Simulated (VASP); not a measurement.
# AlH4 (P6/mmm) in VASP: a series of runs

The runs below take AlH4 through single point, relaxation of cell and atoms, with PBE.

Everything below comes from runs of VASP 6.6.1. Logs are shortened: lines on timing, memory, paths and dates and some standing lists are left out, and cuts for length are marked.

## (1) The cell of the first run

Symmetry: P6/mmm, No. 191, hexagonal system. Conventional cell: a = 3.205 Å, b = 3.205 Å, c = 3.194 Å, α = 90.00°, β = 90.00°, γ = 120.00°. Al (site symmetry 6/mmm) has 2 H at 1.11 Å within 1.5 Å. Within 2.5 Å of H (site symmetry -6m2) lie 9 H at 1.85 to 2.16 Å and 3 Al at 1.85 Å. H (site symmetry 6mm) has 1 H at 0.96 Å and 1 Al at 1.11 Å within 1.3 Å.

## (2) Single point, PBE

INCAR reads:

```
SYSTEM = AlH4
PREC = Accurate ; ENCUT = 520
EDIFF = 1E-6 ; ISMEAR = 0
SIGMA = 0.1 ; LREAL = .FALSE.
LASPH = .TRUE. ; NELM = 60
ALGO = Normal ; ISIF = 2
LWAVE = .FALSE. ; LCHARG = .FALSE.
GGA = PE ; NBANDS = 12
```

KPOINTS reads:

```
Automatic mesh
0
G
  6 6 6
  0 0 0
```

POSCAR reads:

```
AlH4
1.0
    3.2053692100      0.0000000000      0.0000000000
   -1.6026846100      2.7759311700      0.0000000000
    0.0000000000      0.0000000000      3.1942538500
Al H
1 4
Direct
    0.0000000000      0.0000000000      0.0000000000
    0.3333333300      0.6666666700      0.0000000000
    0.6666666700      0.3333333300      0.0000000000
    0.0000000000      0.0000000000      0.3490547300
    0.0000000000      0.0000000000      0.6509452700
```

Potentials or basis: VASP PAW PBE potentials, release 64 (Al, H).

Run with:

```sh
cat potpaw_PBE.64/Al/POTCAR potpaw_PBE.64/H/POTCAR > POTCAR
mpirun -np 1 vasp_std > vasp.out
```

OUTCAR:

```text
SYSTEM = AlH4
   PREC = Accurate
   ENCUT = 520
   EDIFF = 1E-6
   ISMEAR = 0
   LREAL = .FALSE.
   LASPH = .TRUE.
   NELM = 60
   ISIF = 2
   GGA = PE

 ion  position               nearest neighbor table
   1  0.000  0.000  0.000-   4 1.11   5 1.11   2 1.85   3 1.85   3 1.85   2 1.85   3 1.85   2 1.85
                             5 2.08   4 2.08
   2  0.333  0.667  0.000-   1 1.85   1 1.85   1 1.85
   3  0.667  0.333  0.000-   1 1.85   1 1.85   1 1.85
   4  0.000  0.000  0.349-   1 1.11   1 2.08
   5  0.000  0.000  0.651-   1 1.11   1 2.08

  LATTYP: Found a hexagonal cell.
 ALAT       =     3.2053692100
 C/A-ratio  =     0.9965322684

  Lattice vectors:

 A1 = (   3.2053692100,   0.0000000000,   0.0000000000)
 A2 = (  -1.6026846100,   2.7759311700,   0.0000000000)
 A3 = (   0.0000000000,   0.0000000000,   3.1942538500)

Analysis of symmetry for initial positions (statically):
=====================================================================
 Subroutine PRICEL returns:
 Original cell was already a primitive cell.

 Routine SETGRP: Setting up the symmetry group for a
 hexagonal supercell.

 Subroutine GETGRP returns: Found 24 space group operations
 (whereof 24 operations were pure point group operations)
 out of a pool of 24 trial point group operations.

The static configuration has the point symmetry D_6h.

Analysis of symmetry for dynamics (positions and initial velocities):
=====================================================================
 Subroutine PRICEL returns:
 Original cell was already a primitive cell.

 Routine SETGRP: Setting up the symmetry group for a
 hexagonal supercell.

 Subroutine GETGRP returns: Found 24 space group operations
 (whereof 24 operations were pure point group operations)
 out of a pool of 24 trial point group operations.

The dynamic configuration has the point symmetry D_6h.

 Subroutine INISYM returns: Found 24 space group operations
 (whereof 24 operations are pure point group operations),
 and found     1 'primitive' translations

----------------------------------------------------------------------------------------

                                     Primitive cell

  volume of cell :      28.4221

  direct lattice vectors                    reciprocal lattice vectors
     3.205369210  0.000000000  0.000000000     0.311976541  0.180119740  0.000000000
    -1.602684610  2.775931170  0.000000000     0.000000000  0.360239480  0.000000000
     0.000000000  0.000000000  3.194253850     0.000000000  0.000000000  0.313062157

  length of vectors
     3.205369210  3.205369217  3.194253850     0.360239480  0.360239480  0.313062157

  position of ions in fractional coordinates (direct lattice)
     0.000000000  0.000000000  0.000000000
     0.333333330  0.666666670  0.000000000
     0.666666670  0.333333330  0.000000000
     0.000000000  0.000000000  0.349054730
     0.000000000  0.000000000  0.650945270

  ion indices of the primitive-cell ions
   primitive index   ion index
                 1           1
                 2           2
                 3           3
                 4           4
                 5           5

----------------------------------------------------------------------------------------

 KPOINTS: Automatic mesh

Automatic generation of k-mesh.
 Grid dimensions read from file:
 generate k-points for:    6    6    6

 Generating k-lattice:

  Cartesian coordinates                     Fractional coordinates (reciprocal lattice)
     0.051996090  0.030019957  0.000000000     0.166666667  0.000000000  0.000000000
     0.000000000  0.060039913  0.000000000     0.000000000  0.166666667  0.000000000
     0.000000000  0.000000000  0.052177026     0.000000000  0.000000000  0.166666667

  Length of vectors
     0.060039913  0.060039913  0.052177026

  Shift w.r.t. Gamma in fractional coordinates (k-lattice)
     0.000000000  0.000000000  0.000000000

 Subroutine IBZKPT returns following result:
 ===========================================

 Found     28 irreducible k-points:

 Following reciprocal coordinates:
            Coordinates               Weight
  0.000000  0.000000  0.000000      1.000000
  0.166667  0.000000  0.000000      6.000000
  0.333333 -0.000000  0.000000      6.000000
  0.500000  0.000000  0.000000      3.000000
  0.166667  0.166667  0.000000      6.000000
  0.333333  0.166667  0.000000     12.000000
[... 16 lines left out ...]
  0.166667  0.000000  0.500000      6.000000
  0.333333 -0.000000  0.500000      6.000000
 [... further k-points ...]
   k-points           NKPTS =     28   k-points in BZ     NKDIM =     28   number of bands    NBANDS=     12
   number of dos      NEDOS =    301   number of ions     NIONS =      5
   total plane-waves  NPLWV =  13824
   dimension x,y,z NGX =    24 NGY =   24 NGZ =   24
   dimension x,y,z NGXF=    48 NGYF=   48 NGZF=   48
   ions per type =               1   4
   NGX,Y,Z   is equivalent  to a cutoff of  12.45, 12.45, 12.49 a.u.
   NGXF,Y,Z  is equivalent  to a cutoff of  24.90, 24.90, 24.98 a.u.
 SYSTEM =  AlH4
   PREC   = accura    normal or accurate (medium, high low for compatibility)
   ISTART =      0    job   : 0-new  1-cont  2-samecut
   ICHARG =      2    charge: 1-file 2-atom 10-const
   ISPIN  =      1    spin polarized calculation?
   LNONCOLLINEAR =      F non collinear calculations
   LSORBIT =      F    spin-orbit coupling
   LASPH  =      T    aspherical Exc in radial PAW
   ENCUT  =  520.0 eV  38.22 Ry    6.18 a.u.   5.96  5.96  5.94*2*pi/ulx,y,z
   NELM   =     60;   NELMIN=  2; NELMDL= -5     # of ELM steps
   EDIFF  = 0.1E-05   stopping-criterion for ELM
   LREAL  =      F    real-space projection
   EDIFFG = 0.1E-04   stopping-criterion for IOM
   NSW    =      0    number of steps for IOM
   IBRION =     -1    ionic relax: 0-MD 1-quasi-New 2-CG
   NFREE  =      0    steps in history (QN), initial steepest desc. (CG)
   ISIF   =      2    stress and relaxation
   ISYM   =      2    0-nonsym 1-usesym 2-fastsym
   POTIM  = 0.5000    time-step for ionic-motion
   TEBEG  =    0.0;   TEEND  =   0.0 temperature during run
   PSTRESS=    0.0 pullay stress
   NELECT =       7.0000    total number of electrons
   NUPDOWN=      -1.0000    fix difference up-down
   EMIN   =  10.00;   EMAX   =-10.00  energy-range for DOS
   EFERMI =   0.00;   METHOD = LEGACY
   ISMEAR =     0;   SIGMA  =   0.10  broadening in eV -4-tet -1-fermi 0-gaus
   EFERMI_NEDOS =   21; number of points for ismear=-14 and -15
   IALGO  =     38    algorithm
   IMIX   =      4    mixing-type and parameters
     AMIX     =   0.40;   BMIX     =  1.00
     AMIX_MAG =   1.60;   BMIX_MAG =  1.00
  volume/ion in A,a.u.               =       5.68        38.36
  Fermi-wavevector in a.u.,A,eV,Ry     =   1.026177  1.939193 14.327458  1.053038
  Thomas-Fermi vector in A             =   2.160056
   LORBIT       =      0    0 simple, 1 ext, 2 COOP (PROOUT), +10 PAW based schemes
   GGA     = PE    functional components
   LHFCALC =     F    Hartree Fock is set to
   AEXX    =    0.0000 exact exchange contribution
   IVDW    =     0    specifies the selected vdW correction
   LEPSILON=     F    determine dielectric tensor
   LRPA    =     F    only Hartree local field effects (RPA)
 non-spin polarized calculation
 Gauss-broadening in eV      SIGMA  =   0.10
  energy-cutoff  :      520.00
  volume of cell :       28.42
 maximum number of plane-waves:       786
 NGX is ok and might be reduce to    24
   NGX = 11   NGY = 11   NGZ = 11

 number of electron       6.9999998 magnetization

 Free energy of the ion-electron system (eV)
  ---------------------------------------------------
  ext. energy  EPLUGINS =         0.00000000
  ---------------------------------------------------
  free energy    TOTEN  =        -7.00631265 eV

  energy without entropy =       -6.99529995  energy(sigma->0) =       -7.00080630

 E-fermi :   5.1460     XC(G=0):  -9.6661

 val. band max:        5.1192059263   @ k =   0.3333  -0.0000   0.1667
 cond. band min:       5.2056925363   @ k =   0.1667   0.0000   0.0000
 fundamental gap:      0.0864866101
 Fermi energy:         5.1460463185

 k-point     1 :       0.0000    0.0000    0.0000
  band No.  band energies     occupation
      1      -8.9564      2.00000
      2      -0.6590      2.00000
      3       4.4400      2.00000
      4       7.2615      0.00000
      5      11.6810      0.00000
      6      11.6810      0.00000
      7      13.3571      0.00000
      8      13.3571      0.00000
      9      15.1360      0.00000
     10      19.8887      0.00000
     11      22.2874      0.00000
     12      22.2874      0.00000

 k-point     2 :       0.1667    0.0000    0.0000
  band No.  band energies     occupation
      1      -8.5341      2.00000
      2      -0.9428      2.00000
      3       4.7222      2.00000
      4       5.2057      0.39893
      5      10.0069      0.00000
      6      10.7172      0.00000
      7      15.6526      0.00000
      8      15.9748      0.00000
      9      17.5304      0.00000
     10      17.7503      0.00000
     11      21.6407      0.00000
     12      22.2763      0.00000

 k-point     3 :       0.3333   -0.0000    0.0000
  band No.  band energies     occupation
      1      -7.3991      2.00000
      2      -1.9320      2.00000
      3       2.5632      2.00000
      4       5.3957      0.00042
      5       8.6285      0.00000
      6      11.3946      0.00000
      7      14.9303      0.00000
      8      16.0137      0.00000
      9      19.2449      0.00000
     10      20.0922      0.00000
     11      20.6902      0.00000
     12      22.8335      0.00000
[... 286 lines left out ...]
 k-point    23 :       0.1667    0.0000    0.5000
  band No.  band energies     occupation
      1      -5.4579      2.00000
      2      -5.3916      2.00000
      3       5.4894      0.00000
      4       6.5235      0.00000
      5       9.4866      0.00000
      6      11.8642      0.00000
      7      13.7951      0.00000
      8      15.0148      0.00000
      9      16.3383      0.00000
     10      17.4582      0.00000
     11      18.7266      0.00000
     12      20.3228      0.00000

 k-point    24 :       0.3333   -0.0000    0.5000
  band No.  band energies     occupation
      1      -4.8839      2.00000
      2      -3.9640      2.00000
      3       1.8335      2.00000
      4       5.5008      0.00000
      5       7.2470      0.00000
      6      10.4965      0.00000
      7      13.8721      0.00000
      8      14.7590      0.00000
      9      16.0360      0.00000
     10      21.4982      0.00000
     11      23.3849      0.00000
     12      24.0113      0.00000

 [... further k-points ...]

------------------------ aborting loop because EDIFF is reached ----------------------------------------

  FORCE on cell =-STRESS in cart. coord.  units (eV):
  Direction    XX          YY          ZZ          XY          YZ          ZX
  --------------------------------------------------------------------------------------
  -------------------------------------------------------------------------------------
  Total        2.4599884      2.4599884     47.6790470     -0.0000000      0.0000000      0.0000000
  in kB      138.6715795    138.6715801   2687.7072758     -0.0000002      0.0000000      0.0000000
  external PRESSURE =     988.3501451 kB  Pullay stress =       0.0000000 kB

 VOLUME and BASIS-vectors are now :
 -----------------------------------------------------------------------------
  energy-cutoff  :      520.00
  volume of cell :       28.42
      direct lattice vectors                 reciprocal lattice vectors
     3.205369210  0.000000000  0.000000000     0.311976541  0.180119740  0.000000000
    -1.602684610  2.775931170  0.000000000     0.000000000  0.360239480  0.000000000
     0.000000000  0.000000000  3.194253850     0.000000000  0.000000000  0.313062157

 POSITION                                       TOTAL-FORCE (eV/Angst)
 -----------------------------------------------------------------------------------
      0.00000      0.00000      0.00000        -0.000000     -0.000000      0.000000
     -0.00000      1.85062      0.00000        -0.000000      0.000000      0.000000
      1.60268      0.92531      0.00000         0.000000     -0.000000      0.000000
      0.00000      0.00000      1.11497        -0.000000     -0.000000     14.861125
      0.00000      0.00000      2.07928        -0.000000      0.000000    -14.861125
 -----------------------------------------------------------------------------------
    total drift:                                0.000000     -0.000000      0.000000

  FREE ENERGIE OF THE ION-ELECTRON SYSTEM (eV)
  ---------------------------------------------------
  free  energy   TOTEN  =        -7.0063126457 eV

  energy  without entropy=       -6.9952999545  energy(sigma->0) =       -7.00080630
```

Run time: 13 s. Hardware: 1 thread of Intel Xeon Platinum 8375C at 2.90GHz (Ice Lake), shared host; peak memory 0.13 GiB.

What came out:

* Free energy: -7.0063 eV
* Pressure: 98.8 GPa
* Largest force: 14.861 eV/Å

Forces on the atoms (eV/Å):
```
Al    0.000   0.000   0.000
H     0.000   0.000   0.000
H     0.000   0.000   0.000
H     0.000   0.000  14.861
H     0.000   0.000 -14.861
```

Levels at points of the mesh, in eV from the Fermi level:
| k point | band 1 | band 2 | band 3 | band 4 | band 5 | band 6 |
| --- | --- | --- | --- | --- | --- | --- |
| (0.00, 0.00, 0.00) | -14.10 | -5.81 | -0.71 | 2.12 | 6.53 | 6.53 |
| (0.50, 0.00, 0.00) | -11.61 | -8.08 | -3.46 | 0.67 | 3.02 | 7.97 |
| (0.00, 0.00, 0.50) | -11.11 | -10.76 | 2.10 | 2.52 | 6.01 | 8.67 |
| (0.50, 0.00, 0.50) | -9.74 | -7.11 | -6.12 | -0.03 | 1.16 | 4.89 |

Caveat: the k points lie up to 0.38 Å⁻¹ apart; forces of over 1 eV/Å act on the atoms, so gaps and moduli don't describe the material at rest.

(Continued in part 2 of 3.)
